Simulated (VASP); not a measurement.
Runs of VASP 6.6.1 on BP (zinc blende). The structure is that of space group F-43m (No. 216), or close to it. The cells are those of the table. 

```tsv
cell	gap on the mesh (eV)	pressure (GPa)
a = 2.705 Å, angles 60.0°, 2 atoms	0.21	(a)
a = 2.820 Å, angles 60.0°, 2 atoms	(b)	131.0
a = 2.874 Å, angles 60.0°, 2 atoms	0.60	101.1
a = 2.763 Å, angles 60.0°, 2 atoms	0.34	(c)
```

Alike in all rows: task single point; level PBE; potentials or basis VASP PAW PBE potentials, release 64 (B, P); no spin polarisation; k mesh 12 × 12 × 12; cutoff (eV) 500; smearing gaussian 0.05 eV.

Task: Fill in the values left out.

Result: (a) 215.6; (b) 0.47; (c) 168.5.

A k mesh can miss the band edges.
